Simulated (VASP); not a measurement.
Write the native input for VASP 6.6.1 that does the following.

```
Task                   : single point
Functional             : PBE
Dispersion             : D4
Potentials or basis    : VASP PAW PBE potentials, release 64 (Sn_d, S)
Cutoff                 : 500 eV
k mesh                 : 6 × 6 × 4
Occupations            : gaussian, width 0.01 eV
Spin                   : no spin polarisation
Dipole correction      : no
Further INCAR settings : ALGO = Normal; EDIFF = 1e-06; NBANDS = 20
```

The structure of SnS2 (Berndtite-2T) lies in POSCAR:

```
SnS2
1.0
    3.6696555477      0.0000000000      0.0000000000
   -1.8348277739      3.1780149275      0.0000000000
    0.0000000000      0.0000000000      5.8002058716
Sn S
1 2
Direct
    0.0000000000      0.0000000000      0.0000000000
    0.3333333333      0.6666666667      0.2546591557
    0.6666666667      0.3333333333      0.7453408443
```

One way to write it, as run:

INCAR

```
SYSTEM = SnS2
PREC     = Accurate       ! precision mode
ENCUT    = 500            ! plane-wave cutoff, eV
EDIFF    = 1E-6           ! SCF threshold, eV
ISMEAR   = 0              ! smearing method
SIGMA    = 0.01           ! smearing width, eV
LREAL    = .False.        ! projectors in reciprocal space
LASPH    = .True.         ! aspherical terms in the spheres
NELM     = 120            ! most SCF steps
ALGO     = Normal         ! electronic algorithm
ISIF     = 2              ! what is computed and relaxed
LWAVE    = .False.        ! write WAVECAR
LCHARG   = .False.        ! write CHGCAR
GGA      = PE             ! functional
IVDW     = 13             ! dispersion correction
NBANDS   = 20             ! bands
GGA_COMPAT= .False.
```

KPOINTS

```
Automatic mesh
0
Gamma
  6 6 4
  0 0 0
```

Potentials or basis: VASP PAW PBE potentials, release 64 (Sn_d, S).

The run is started by

```console
$ cat potpaw_PBE.64/Sn_d/POTCAR potpaw_PBE.64/S/POTCAR > POTCAR
$ mpirun -np 1 vasp_std > vasp.out
```

Results of the run:

```
Pressure                   : -0.1 GPa
Largest force              : 0.004 eV/Å
Band gap on the k mesh     : 1.33 eV, indirect (least direct gap 1.73 eV)
Dispersion energy per atom : -0.358 eV
```

Caveat: spin-orbit coupling is left out, which moves the levels of the heavy elements.

It took 15 s on 1 thread of AMD EPYC 9R45 96-Core Processor (Zen 5), with other jobs on the host, peak memory 0.15 GiB.
